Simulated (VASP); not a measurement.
# Ag (Fm-3m) in VASP: notebook, part 2 of 2

VASP 6.6.1. Earlier steps stand in the parts before.

**3. Single point, LDA, collinear spin, ferromagnetic start (volume scaled by 1.04)**

INCAR

```
SYSTEM = Ag
  PREC = Accurate
  ENCUT = 520
  EDIFF = 1E-7
  ISMEAR = -1
  SIGMA = 0.025
  LREAL = .False.
  LASPH = .True.
  NELM = 150
  ALGO = Normal
  ISIF = 2
  LWAVE = .False.
  LCHARG = .False.
  ISPIN = 2
  MAGMOM = -0.36
  LORBIT = 11
  LMAXMIX = 4
  GGA = CA
  NBANDS = 16
```

KPOINTS

```
Automatic mesh
0
Gamma
  11 11 11
  0 0 0
```

POSCAR

```
Ag
1.0
    0.0000000000      2.0696313722      2.0696313722
    2.0696313722      0.0000000000      2.0696313722
    2.0696313722      2.0696313722      0.0000000000
Ag
1
Direct
    0.0000000000      0.0000000000      0.0000000000
```

Potentials or basis: VASP PAW LDA potentials, release 64 (Ag).

On the command line:

```
cat potpaw_LDA.64/Ag/POTCAR > POTCAR
mpirun -np 1 vasp_std > vasp.out
```

OUTCAR:

```text
SYSTEM = Ag
   PREC = Accurate
   ENCUT = 520
   EDIFF = 1E-7
   ISMEAR = -1
   LREAL = .False.
   LASPH = .True.
   NELM = 150
   ISIF = 2
   ISPIN = 2
   LORBIT = 11
   GGA = CA

 ion  position               nearest neighbor table
   1  0.000  0.000  0.000-

  LATTYP: Found a face centered cubic cell.
 ALAT       =     4.1392627444

  Lattice vectors:

 A1 = (   0.0000000000,   2.0696313722,   2.0696313722)
 A2 = (   2.0696313722,   0.0000000000,   2.0696313722)
 A3 = (   2.0696313722,   2.0696313722,   0.0000000000)

Analysis of symmetry for initial positions (statically):
=====================================================================
 Subroutine PRICEL returns:
 Original cell was already a primitive cell.

 Routine SETGRP: Setting up the symmetry group for a
 face centered cubic supercell.

 Subroutine GETGRP returns: Found 48 space group operations
 (whereof 48 operations were pure point group operations)
 out of a pool of 48 trial point group operations.

The static configuration has the point symmetry O_h .

Analysis of symmetry for dynamics (positions and initial velocities):
=====================================================================
 Subroutine PRICEL returns:
 Original cell was already a primitive cell.

 Routine SETGRP: Setting up the symmetry group for a
 face centered cubic supercell.

 Subroutine GETGRP returns: Found 48 space group operations
 (whereof 48 operations were pure point group operations)
 out of a pool of 48 trial point group operations.

The dynamic configuration has the point symmetry O_h .

Analysis of structural, dynamic, and magnetic symmetry:
=====================================================================
 Subroutine PRICEL returns:
 Original cell was already a primitive cell.

 Routine SETGRP: Setting up the symmetry group for a
 face centered cubic supercell.

 Subroutine GETGRP returns: Found 48 space group operations
[... 129 lines left out ...]
   IVDW    =     0    specifies the selected vdW correction
   LEPSILON=     F    determine dielectric tensor
   LRPA    =     F    only Hartree local field effects (RPA)
 spin polarized calculation
  energy-cutoff  :      520.00
  volume of cell :       17.73
 maximum number of plane-waves:       531
 NGX is ok and might be reduce to    24
   NGX = 11   NGY = 11   NGZ = 11

 number of electron      10.9999999 magnetization      -0.0000896

 number of electron      10.9999999 magnetization       0.0000202

 Free energy of the ion-electron system (eV)
  ---------------------------------------------------
  ext. energy  EPLUGINS =         0.00000000
  ---------------------------------------------------
  free energy    TOTEN  =        -3.72214873 eV

  energy without entropy =       -3.72075443  energy(sigma->0) =       -3.72145158

 E-fermi :   7.8623     XC(G=0): -12.3563

 val. band max:        7.8504336440   @ k =  -0.4545   0.0909   0.0000
 cond. band min:       7.8807018310   @ k =   0.4545   0.3636   0.0000
 fundamental gap:      0.0302681870
 Fermi energy:         7.8623280703

 spin component 1

 k-point     1 :       0.0000    0.0000    0.0000
  band No.  band energies     occupation
      1       0.0635      1.00000
      2       2.9655      1.00000
      3       2.9655      1.00000
      4       2.9655      1.00000
      5       3.9488      1.00000
      6       3.9488      1.00000
[... 435 lines left out ...]
      5       3.5844      1.00000
      6       5.0312      1.00000
[... 8 lines left out ...]
     15      37.0297      0.00000
     16      39.9437      0.00000

 [... further k-points ...]

 spin component 2

 k-point     1 :       0.0000    0.0000    0.0000
  band No.  band energies     occupation
      1       0.0635      1.00000
      2       2.9655      1.00000
      3       2.9655      1.00000
      4       2.9655      1.00000
      5       3.9488      1.00000
      6       3.9488      1.00000
[... 435 lines left out ...]
      5       3.5844      1.00000
      6       5.0312      1.00000
[... 8 lines left out ...]
     15      37.0297      0.00000
     16      39.9437      0.00000

 [... further k-points ...]
[... 5 lines left out ...]
  --------------------------------------------------------------------------------------
  -------------------------------------------------------------------------------------
  Total       -1.1899112     -1.1899112     -1.1899112      0.0000000      0.0000000      0.0000000
  in kB     -107.5266561   -107.5266561   -107.5266561      0.0000000      0.0000000      0.0000000
  external PRESSURE =    -107.5266561 kB  Pullay stress =       0.0000000 kB

 VOLUME and BASIS-vectors are now :
 -----------------------------------------------------------------------------
  energy-cutoff  :      520.00
  volume of cell :       17.73
      direct lattice vectors                 reciprocal lattice vectors
     0.000000000  2.069631372  2.069631372    -0.241588916  0.241588916  0.241588916
     2.069631372  0.000000000  2.069631372     0.241588916 -0.241588916  0.241588916
     2.069631372  2.069631372  0.000000000     0.241588916  0.241588916 -0.241588916

 POSITION                                       TOTAL-FORCE (eV/Angst)
 -----------------------------------------------------------------------------------
      0.00000      0.00000      0.00000        -0.000000     -0.000000      0.000000
 -----------------------------------------------------------------------------------
    total drift:                               -0.000000      0.000000     -0.000000

  FREE ENERGIE OF THE ION-ELECTRON SYSTEM (eV)
  ---------------------------------------------------
  free  energy   TOTEN  =        -3.7221487313 eV

  energy  without entropy=       -3.7207544306  energy(sigma->0) =       -3.72145158

 total charge

# of ion       s       p       d       tot
------------------------------------------
    1        0.411   0.282   9.139   9.832

 magnetization (x)

# of ion       s       p       d       tot
------------------------------------------
    1        0.000   0.000  -0.000  -0.000
```

OSZICAR:

```text
N       E                     dE             d eps       ncg     rms          rms(c)
DAV:   1     0.572735883104E+02    0.57274E+02   -0.50695E+03  3592   0.618E+02
DAV:   2    -0.286839953660E+01   -0.60142E+02   -0.56190E+02  4664   0.172E+02
DAV:   3    -0.400836302935E+01   -0.11400E+01   -0.11392E+01  4384   0.235E+01
DAV:   4    -0.401160850831E+01   -0.32455E-02   -0.32454E-02  4400   0.132E+00
DAV:   5    -0.401162963631E+01   -0.21128E-04   -0.21128E-04  4512   0.922E-02    0.519E+00
DAV:   6    -0.373415045492E+01    0.27748E+00   -0.10907E+00  5248   0.730E+00    0.319E+00
DAV:   7    -0.372643690318E+01    0.77136E-02   -0.66786E-03  4560   0.637E-01    0.184E+00
DAV:   8    -0.372310628310E+01    0.33306E-02   -0.67977E-04  4656   0.156E-01    0.579E-01
DAV:   9    -0.372217554295E+01    0.93074E-03   -0.67413E-05  4800   0.469E-02    0.656E-02
DAV:  10    -0.372214793533E+01    0.27608E-04   -0.16439E-05  4040   0.237E-02    0.122E-02
DAV:  11    -0.372215215745E+01   -0.42221E-05   -0.14756E-06  4984   0.828E-03    0.963E-03
DAV:  12    -0.372214880312E+01    0.33543E-05   -0.59457E-07  4048   0.513E-03    0.279E-03
DAV:  13    -0.372214873132E+01    0.71798E-07   -0.29205E-08  2424   0.119E-03
   1 F= -.37221487E+01 E0= -.37214516E+01  d E =-.139430E-02  mag=    -0.0000
```

stdout:

```text
POSCAR found type information on POSCAR Ag
 POSCAR found :  1 types and       1 ions
 scaLAPACK will be used
 LDA part: xc-table for (Slater(with rela. corr.)+CA(PZ))
 , standard interpolation
 POSCAR, INCAR and KPOINTS ok, starting setup
 FFT: planning ... GRIDC
 FFT: planning ... GRID_SOFT
 FFT: planning ... GRID
 WAVECAR not read
 entering main loop
```

Run time: 11 s. Hardware: 1 thread of Intel Xeon 6975P-C (Granite Rapids), shared host; peak memory 0.15 GiB.

What came out:

```
Free energy                                           : -3.7221 eV
Pressure                                              : -10.8 GPa
Net moment                                            : 0.00 μB per cell
Valence electrons inside the program's atomic spheres : Ag 9.83
```
